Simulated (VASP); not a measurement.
Here is a VASP 6.6.1 calculation.

INCAR

```
SYSTEM = Ir
  PREC = Accurate
  ENCUT = 520
  EDIFF = 1E-6
  ISMEAR = 1
  SIGMA = 0.15
  LREAL = .False.
  LASPH = .True.
  NELM = 80
  ALGO = Normal
  ISIF = 2
  LWAVE = .False.
  LCHARG = .False.
  NBANDS = 16
```

The input KPOINTS:

```
regular mesh
0
Gamma
  1 5 2
  0 0 0
```

Contents of POSCAR:

```
Ir
1.0
   12.2384552500      0.0000000000      0.0000000000
    0.0000000000      2.2334312600      0.0000000000
    0.0000000000      0.0000000000      7.1930008000
Ir
2
Direct
    0.2500000000      0.0000000000      0.1639884000
    0.7500000000      0.0000000000      0.8360116000
```

Potentials or basis: VASP PAW LDA potentials, release 64 (Ir).

Command:

```bash
$ cat potpaw_LDA.64/Ir/POTCAR > POTCAR
$ mpirun -np 1 vasp_std > vasp.out
```

Q: What does it give for the band gap on the k mesh?

A: Zero (band 9 reaches -1.29 eV, above the bottom of band 10 at -4.88 eV).

Q: Predict the pressure.

A: -0.5 GPa.

Stress tensor (GPa, compression positive):
```
-0.04  0.00  0.00
 0.00 -1.50  0.00
 0.00  0.00 -0.02
```

Caveat: the k points lie up to 0.56 Å⁻¹ apart; spin-orbit coupling is left out, which moves the levels of the heavy elements.
